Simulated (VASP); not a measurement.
# SrCl2 (I4/mmm) in VASP: a series of runs

SrCl2 is run at these levels: PBE; tasks: single point.

Program: VASP 6.6.1. These are calculated values, not measurements. Logs are shortened: lines on timing, memory, paths and dates and some standing lists are left out, and cuts for length are marked.

**1. The cell of the first run**

Symmetry: I4/mmm, No. 139, tetragonal system. Conventional cell: a = 4.639 Å, b = 4.639 Å, c = 7.872 Å, α = 90.00°, β = 90.00°, γ = 90.00°. Within 4.0 Å of Sr (site symmetry 4/mmm) lie 8 Cl at 3.04 Å. Cl (site symmetry -4m2) has 4 Sr at 3.04 Å and 6 Cl at 3.28 to 3.94 Å within 4.0 Å.

**2. Single point, PBE**

INCAR

```
ALGO     = Normal         # electronic algorithm
EDIFF    = 1E-6           # SCF threshold, eV
ENCUT    = 520            # plane-wave cutoff, eV
GGA      = PE             # functional
ISIF     = 2              # what is computed and relaxed
ISMEAR   = 0              # smearing method
LASPH    = T              # aspherical terms in the spheres
LCHARG   = T              # write CHGCAR
LELF     = T              # ELF
LREAL    = F              # projectors in reciprocal space
LVHAR    = T            
LWAVE    = F              # write WAVECAR
NBANDS   = 19             # bands
NELM     = 80             # most SCF steps
PREC     = Accurate       # precision mode
SIGMA    = 0.05           # smearing width, eV
```

KPOINTS

```
k-points
0
Gamma
  6 6 6
```

POSCAR

```
SrCl2
1.0
    0.0000000000      3.2799810787      3.9359772944
    3.2799810787      0.0000000000      3.9359772944
    3.2799810787      3.2799810787      0.0000000000
Sr Cl
1 2
Direct
    0.0000000000      0.0000000000      0.0000000000
    0.2500000000      0.2500000000      0.2500000000
    0.7500000000      0.7500000000      0.7500000000
```

Potentials or basis: VASP PAW PBE potentials, release 64 (Sr_sv, Cl).

Started as:

```
cat potpaw_PBE.64/Sr_sv/POTCAR potpaw_PBE.64/Cl/POTCAR > POTCAR
mpirun -np 1 vasp_std > vasp.out
```

OUTCAR:

```text
EDIFF = 1E-6
   ENCUT = 520
   GGA = PE
   ISIF = 2
   ISMEAR = 0
   LASPH = T
   LREAL = F
   NELM = 80
   PREC = Accurate

 ion  position               nearest neighbor table
   1  0.000  0.000  0.000-   3 3.04   3 3.04   3 3.04   2 3.04   3 3.04   2 3.04   2 3.04   2 3.04

   2  0.250  0.250  0.250-   1 3.04   1 3.04   1 3.04   1 3.04
   3  0.750  0.750  0.750-   1 3.04   1 3.04   1 3.04   1 3.04

  LATTYP: Found a body centered tetragonal cell.
 ALAT       =     4.6385937258
 C/A-ratio  =     1.6970562748

  Lattice vectors:

 A1 = (  -3.2799810787,   0.0000000000,   3.9359772944)
 A2 = (   3.2799810787,   0.0000000000,   3.9359772944)
 A3 = (   0.0000000000,   3.2799810787,  -3.9359772944)

Analysis of symmetry for initial positions (statically):
=====================================================================
 Subroutine PRICEL returns:
 Original cell was already a primitive cell.

 Routine SETGRP: Setting up the symmetry group for a
 body centered tetragonal supercell.

 Subroutine GETGRP returns: Found 16 space group operations
 (whereof 16 operations were pure point group operations)
 out of a pool of 16 trial point group operations.

The static configuration has the point symmetry D_4h.

Analysis of symmetry for dynamics (positions and initial velocities):
=====================================================================
 Subroutine PRICEL returns:
 Original cell was already a primitive cell.

 Routine SETGRP: Setting up the symmetry group for a
 body centered tetragonal supercell.

 Subroutine GETGRP returns: Found 16 space group operations
 (whereof 16 operations were pure point group operations)
 out of a pool of 16 trial point group operations.

The dynamic configuration has the point symmetry D_4h.

 Subroutine INISYM returns: Found 16 space group operations
 (whereof 16 operations are pure point group operations),
 and found     1 'primitive' translations

----------------------------------------------------------------------------------------

                                     Primitive cell

  volume of cell :      84.6887

  direct lattice vectors                    reciprocal lattice vectors
[... 83 lines left out ...]
   ISPIN  =      1    spin polarized calculation?
   LNONCOLLINEAR =      F non collinear calculations
   LSORBIT =      F    spin-orbit coupling
   LASPH  =      T    aspherical Exc in radial PAW
   ENCUT  =  520.0 eV  38.22 Ry    6.18 a.u.   9.53  9.53  8.62*2*pi/ulx,y,z
   NELM   =     80;   NELMIN=  2; NELMDL= -5     # of ELM steps
   EDIFF  = 0.1E-05   stopping-criterion for ELM
   LREAL  =      F    real-space projection
   EDIFFG = 0.1E-04   stopping-criterion for IOM
   NSW    =      0    number of steps for IOM
   IBRION =     -1    ionic relax: 0-MD 1-quasi-New 2-CG
   NFREE  =      0    steps in history (QN), initial steepest desc. (CG)
   ISIF   =      2    stress and relaxation
   ISYM   =      2    0-nonsym 1-usesym 2-fastsym
   POTIM  = 0.5000    time-step for ionic-motion
   TEBEG  =    0.0;   TEEND  =   0.0 temperature during run
   PSTRESS=    0.0 pullay stress
   NELECT =      24.0000    total number of electrons
   NUPDOWN=      -1.0000    fix difference up-down
   EMIN   =  10.00;   EMAX   =-10.00  energy-range for DOS
   EFERMI =   0.00;   METHOD = LEGACY
   ISMEAR =     0;   SIGMA  =   0.05  broadening in eV -4-tet -1-fermi 0-gaus
   EFERMI_NEDOS =   21; number of points for ismear=-14 and -15
   IALGO  =     38    algorithm
   IMIX   =      4    mixing-type and parameters
     AMIX     =   0.40;   BMIX     =  1.00
     AMIX_MAG =   1.60;   BMIX_MAG =  1.00
  volume/ion in A,a.u.               =      28.23       190.50
  Fermi-wavevector in a.u.,A,eV,Ry     =   1.075318  2.032056 15.732530  1.156308
  Thomas-Fermi vector in A             =   2.211171
   LORBIT       =      0    0 simple, 1 ext, 2 COOP (PROOUT), +10 PAW based schemes
   GGA     = PE    functional components
   LHFCALC =     F    Hartree Fock is set to
   AEXX    =    0.0000 exact exchange contribution
   IVDW    =     0    specifies the selected vdW correction
   LEPSILON=     F    determine dielectric tensor
   LRPA    =     F    only Hartree local field effects (RPA)
 non-spin polarized calculation
 Gauss-broadening in eV      SIGMA  =   0.05
  energy-cutoff  :      520.00
  volume of cell :       84.69
 maximum number of plane-waves:      2319
 NGX is ok and might be reduce to    40
   NGX = 19   NGY = 19   NGZ = 17

 number of electron      24.0000001 magnetization

 Free energy of the ion-electron system (eV)
  ---------------------------------------------------
  ext. energy  EPLUGINS =         0.00000000
  ---------------------------------------------------
  free energy    TOTEN  =       -12.47607137 eV

  energy without entropy =      -12.47607137  energy(sigma->0) =      -12.47607137

 E-fermi :   0.9980     XC(G=0):  -8.2944

 val. band max:        0.7879841551   @ k =   0.5000   0.0000   0.5000
 cond. band min:       4.7422840450   @ k =   0.0000   0.0000   0.0000
 fundamental gap:      3.9542998899
 Fermi energy:         0.9979555870

 k-point     1 :       0.0000    0.0000    0.0000
  band No.  band energies     occupation
      1     -32.8010      2.00000
      2     -14.8025      2.00000
      3     -14.8025      2.00000
      4     -14.7429      2.00000
      5     -13.0676      2.00000
      6     -12.0627      2.00000
[... 505 lines left out ...]
      6     -12.3133      2.00000
[... 11 lines left out ...]
     18       9.1804      0.00000
     19       9.8060      0.00000

 [... further k-points ...]

------------------------ aborting loop because EDIFF is reached ----------------------------------------

  FORCE on cell =-STRESS in cart. coord.  units (eV):
  Direction    XX          YY          ZZ          XY          YZ          ZX
  --------------------------------------------------------------------------------------
  -------------------------------------------------------------------------------------
  Total        2.4359613      2.4359613     -2.7196180      0.0000000      0.0000000      0.0000000
  in kB       46.0845878     46.0845878    -51.4509306      0.0000000      0.0000000      0.0000000
  external PRESSURE =      13.5727484 kB  Pullay stress =       0.0000000 kB

 VOLUME and BASIS-vectors are now :
 -----------------------------------------------------------------------------
  energy-cutoff  :      520.00
  volume of cell :       84.69
      direct lattice vectors                 reciprocal lattice vectors
     0.000000000  3.279981079  3.935977294    -0.152439904  0.152439904  0.127033253
     3.279981079  0.000000000  3.935977294     0.152439904 -0.152439904  0.127033253
     3.279981079  3.279981079  0.000000000     0.152439904  0.152439904 -0.127033253

 POSITION                                       TOTAL-FORCE (eV/Angst)
 -----------------------------------------------------------------------------------
      0.00000      0.00000      0.00000         0.000000     -0.000000     -0.000000
      1.63999      1.63999      1.96799        -0.000000     -0.000000     -0.000000
      4.91997      4.91997      5.90397         0.000000      0.000000      0.000000
 -----------------------------------------------------------------------------------
    total drift:                               -0.000000     -0.000000      0.000000

  FREE ENERGIE OF THE ION-ELECTRON SYSTEM (eV)
  ---------------------------------------------------
  free  energy   TOTEN  =       -12.4760713722 eV

  energy  without entropy=      -12.4760713722  energy(sigma->0) =      -12.47607137
```

It took 37 s on 1 thread of AMD EPYC 9R14 (Zen 4), shared host; peak memory 0.21 GiB.

Results:

| Quantity | Value |
| --- | --- |
| Free energy | -12.4761 eV |
| Pressure | 1.4 GPa |
| Band gap on the k mesh | 3.95 eV, indirect (least direct gap 4.29 eV) |

Stress tensor (GPa, compression positive):
```
 4.61  0.00  0.00
 0.00  4.61  0.00
 0.00  0.00 -5.15
```

Levels at points of the mesh, in eV from the valence-band top:
```tsv
k point	band 9	band 10	band 11	band 12	band 13	band 14	band 15	band 16
(0.00, 0.00, 0.00)	-2.31	-1.62	-0.33	-0.33	3.95	5.78	6.10	8.05
(0.50, 0.00, 0.00)	-1.88	-1.87	-1.56	-1.46	5.89	5.95	6.86	7.04
(0.50, 0.50, 0.00)	-2.41	-1.02	-0.48	-0.48	4.81	5.54	6.73	6.73
(0.50, 0.00, 0.50)	-2.14	-1.66	-0.20	0.00	4.66	6.83	7.20	7.54
```

 A k mesh can miss the band edges.

(Part 1 of 2 ends here.)
